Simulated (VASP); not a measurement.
Si:

```
Si
1.0
     0.00000    2.72185    2.72185
     2.72185    0.00000    2.72185
     2.72185    2.72185    0.00000
Si
2
Direct
  0.50000 0.50000 0.50000
  0.75000 0.75000 0.75000
```

Base run:

* Program: VASP 6.6.1
* Functional: PBE
* Potentials or basis: VASP PAW PBE potentials, release 64 (Si)
* Cutoff: 520 eV
* k mesh: 6 × 6 × 6
* Occupations: fermi-dirac, width 0.05 eV
* Spin: no spin polarisation

Its results: band gap on the k mesh 0.72 eV, indirect (least direct gap 2.56 eV); pressure 1.3 GPa.

**Question.** After a change of settings the same cell gave: band gap on the k mesh 0.71 eV, indirect (least direct gap 2.54 eV); pressure 1.9 GPa. Which change was it?
A. functional from PBE to PBEsol; further incar settings from ALGO = Normal; EDIFF = 1e-07; NBANDS = 11 to ALGO = Normal; EDIFF = 1e-06; NBANDS = 11
B. k mesh from 6 × 6 × 6 to 4 × 4 × 4
C. functional from PBE to PBEsol-based screened hybrid; k mesh from 6 × 6 × 6 to 5 × 5 × 5
D. functional from PBE to PBE-based global hybrid; k mesh from 6 × 6 × 6 to 4 × 4 × 4

**Answer.** B.

Caveats: some runs use coarse meshes.
